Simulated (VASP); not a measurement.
W, 1 atom in the cell. Symmetry: I4/mmm, No. 139, tetragonal system. The conventional cell has a = 3.081 Å, b = 3.081 Å, c = 3.039 Å, α = 90.00°, β = 90.00°, γ = 90.00°. Within 3.5 Å of W (site symmetry 4/mmm) lie 14 W at 2.66 to 3.08 Å. 

* Program: VASP 6.6.1
* Task: single point
* Functional: LDA
* Potentials or basis: VASP PAW LDA potentials, release 64 (W_sv)
* Cutoff: 520 eV
* k mesh: 22 × 22 × 22
* Occupations: gaussian, width 0.15 eV
* Spin: no spin polarisation
* Dipole correction: no
* Further INCAR settings: ALGO = Fast; EDIFF = 1e-06; NBANDS = 13

Potentials or basis: VASP PAW LDA potentials, release 64 (W_sv).

Launch:

```sh
$ cat potpaw_LDA.64/W_sv/POTCAR > POTCAR
$ mpirun -np 1 vasp_std > vasp.out
```

Hardware: 1 thread of Intel(R) Xeon(R) 6975P-C (Granite Rapids) (shared host).

Problem. How long does it take, and how much memory?

Solution. Run time: 2.2 min on 1 thread of Intel(R) Xeon(R) 6975P-C (Granite Rapids), with other jobs on the host, peak memory 0.24 GiB. Counts: scf iterations 13, k points 834.
